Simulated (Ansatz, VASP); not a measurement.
Two plane-wave programs on InSb

INCAR

```
SYSTEM = InSb
ALGO = Normal
EDIFF = 1E-7
EDIFFG = -0.005
ENCUT = 600
GGA = PS
IBRION = 2
ISIF = 3
ISMEAR = 0
LASPH = .TRUE.
LCHARG = .FALSE.
LREAL = .FALSE.
LWAVE = .FALSE.
NELM = 80
NSW = 70
PREC = Accurate
SIGMA = 0.1
```

The input KPOINTS:

```
k-points
0
G
  12 12 12
  0 0 0
```

The input POSCAR:

```
InSb
1.0
    0.0000000000      3.3174249888      3.3174249888
    3.3174249888      0.0000000000      3.3174249888
    3.3174249888      3.3174249888      0.0000000000
In Sb
1 1
Direct
    0.0000000000      0.0000000000      0.0000000000
    0.2500000000      0.2500000000      0.2500000000
```

Input for Ansatz:

```yaml
crystal:
  lattice:
    - [0.0, 3.3174249888, 3.3174249888]
    - [3.3174249888, 0.0, 3.3174249888]
    - [3.3174249888, 3.3174249888, 0.0]
  atoms:
    - { symbol: In, position: [0.0, 0.0, 0.0] }
    - { symbol: Sb, position: [0.25, 0.25, 0.25] }
basis:
  ecutwfc: 420
kpoints:
  mp_grid: { grid: [12, 12, 12] }
hamiltonian:
  xc: pbesol
scf:
  occupations: { method: gaussian, width: 0.1 }
output:
  forces: true
  stress: true
  eigenvalues: true
relax:
  adjacent_minimum: "off"
  f_tol: 0.005
  max_steps: 50
  cell: { stress_tol: 0.05 }
```

Alike in both runs: task relaxation of cell and atoms; functional PBEsol; k mesh 12 × 12 × 12; occupations gaussian, width 0.1 eV; no spin polarisation.

|  | VASP | Ansatz |
| --- | --- | --- |
| version | VASP 6.6.1 | Ansatz 0.2.0 |
| potentials or method | VASP PAW PBE potentials, release 64 (In_d, Sb), cutoff 600 eV | scalar-relativistic, plane waves, PAW |
| valence electrons in the cell | 18 | 28 |

Ansatz gave:

| Property | Result |
| --- | --- |
| gap on the k mesh at the Fermi level, each at its own relaxed structure (eV) | none |
| relaxed volume (Å³/atom) | 34.63 |
| relaxed cell length with the largest relative difference (Å) | 4.610 |

What did VASP give for the same quantities?

gap on the k mesh at the Fermi level, each at its own relaxed structure (eV): none; relaxed volume (Å³/atom): 34.66; relaxed cell length with the largest relative difference (Å): 4.611.

VASP's potentials were made for PBE, not for PBEsol. A gap of «none» marks a metal or a gap that the smearing closes. VASP's potentials hold 18 valence electrons a cell and Ansatz's 28, so a difference there can come from the potentials and not from the codes.

Spin-orbit coupling is off throughout.
